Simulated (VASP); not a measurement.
Wanted: the native input for a VASP 6.6.1 run.

* Task: single point
* Functional: LDA
* Potentials or basis: VASP PAW LDA potentials, release 64 (Fe, O)
* Cutoff: 520 eV
* k mesh: 11 × 11 × 11
* Occupations: fermi-dirac, width 0.05 eV
* Spin: collinear spin, ferromagnetic start
* Starting moments: [3.0, 0.0] μB
* Dipole correction: no
* Further INCAR settings: ALGO = Normal; EDIFF = 1e-07; NBANDS = 18

The structure of FeO (Wuestite) lies in POSCAR:

```
FeO
1.0
    0.0000000000      2.1976734774      2.1976734774
    2.1976734774      0.0000000000      2.1976734774
    2.1976734774      2.1976734774      0.0000000000
Fe O
1 1
Direct
    0.0000000000      0.0000000000      0.0000000000
    0.5000000000      0.5000000000      0.5000000000
```

The input as run:

INCAR

```
SYSTEM = FeO
ALGO = Normal
EDIFF = 1E-7
ENCUT = 520
ISIF = 2
ISMEAR = -1
ISPIN = 2
LASPH = .True.
LCHARG = .False.
LMAXMIX = 4
LORBIT = 11
LREAL = .False.
LWAVE = .False.
MAGMOM = 3 0
NBANDS = 18
NELM = 150
PREC = Accurate
SIGMA = 0.05
```

KPOINTS

```
k-points
0
Gamma
  11 11 11
  0 0 0
```

Potentials or basis: VASP PAW LDA potentials, release 64 (Fe, O).

Command:

```bash
$ cat potpaw_LDA.64/Fe/POTCAR potpaw_LDA.64/O/POTCAR > POTCAR
$ mpirun -np 1 vasp_std > vasp.out
```

It gave:

| Property | Result |
| --- | --- |
| Pressure | -23.2 GPa |
| Band gap on the k mesh | zero (filled and empty bands overlap) |
| Net moment | 4.00 μB per cell |
| Site moments | Fe +3.58; O +0.31 μB |
| Valence electrons inside the program's atomic spheres | Fe 6.67; O 4.92 |

Caveat: a cell with one magnetic atom can't hold antiferromagnetic order, which such compounds often take; semilocal functionals often make such compounds metallic where correlation or magnetic order opens a gap, which also shifts bond lengths.

Wall time 46 s on 1 thread of Intel(R) Xeon(R) Platinum 8259CL CPU @ 2.50GHz (Skylake/Cascade Lake), with other jobs on the host, peak memory 0.16 GiB.
